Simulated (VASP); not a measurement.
Write the native input for VASP 6.6.1 that does the following.

- Task: single point
- Functional: PBEsol
- Potentials or basis: VASP PAW PBE potentials, release 64 (Co)
- Cutoff: 520 eV
- k mesh: 10 × 10 × 6
- Occupations: fermi-dirac, width 0.05 eV
- Spin: collinear spin, ferromagnetic start
- Starting moments: [3.0, 3.0] μB
- Fixed moment: 6 μB
- Dipole correction: no
- Further INCAR settings: ALGO = Normal; EDIFF = 1e-07; NBANDS = 20

The structure of Co lies in POSCAR:

```
Co
1.0
    2.4719999032      0.0000000000      0.0000000000
   -1.2359999516      2.1408147143      0.0000000000
    0.0000000000      0.0000000000      4.0211440800
Co
2
Direct
    0.6666666667      0.3333333333      0.7500000000
    0.3333333333      0.6666666667      0.2500000000
```

These files were run (other wordings do the same):

INCAR

```
SYSTEM = Co
PREC = Accurate ; ENCUT = 520
EDIFF = 1E-7 ; ISMEAR = -1
SIGMA = 0.05 ; LREAL = .False.
LASPH = .True. ; NELM = 150
ALGO = Normal ; ISIF = 2
LWAVE = .False. ; LCHARG = .False.
ISPIN = 2 ; MAGMOM = 3 3
LORBIT = 11 ; NUPDOWN = 6.0
LMAXMIX = 4 ; GGA = PS
NBANDS = 20
```

KPOINTS

```
regular mesh
0
Gamma
  10 10 6
  0 0 0
```

Potentials or basis: VASP PAW PBE potentials, release 64 (Co).

Command:

```bash
$ cat potpaw_PBE.64/Co/POTCAR > POTCAR
$ mpirun -np 1 vasp_std > vasp.out
```

Results of the run:

```yaml
Pressure: 40.5 GPa
Net_moment: 6.00 μB per cell
Site_moments: Co +2.87 μB
Valence_electrons_inside_the_program's_atomic_spheres: Co 8.26
```

Caveat: the cell stands under pressure; the PAW data sets were made with another functional, which shifts forces and pressure a little; the total moment is fixed, so each spin has its own Fermi level.

Wall time 75 s on 1 thread of Intel Xeon 8259CL (shared host), peak memory 0.16 GiB.
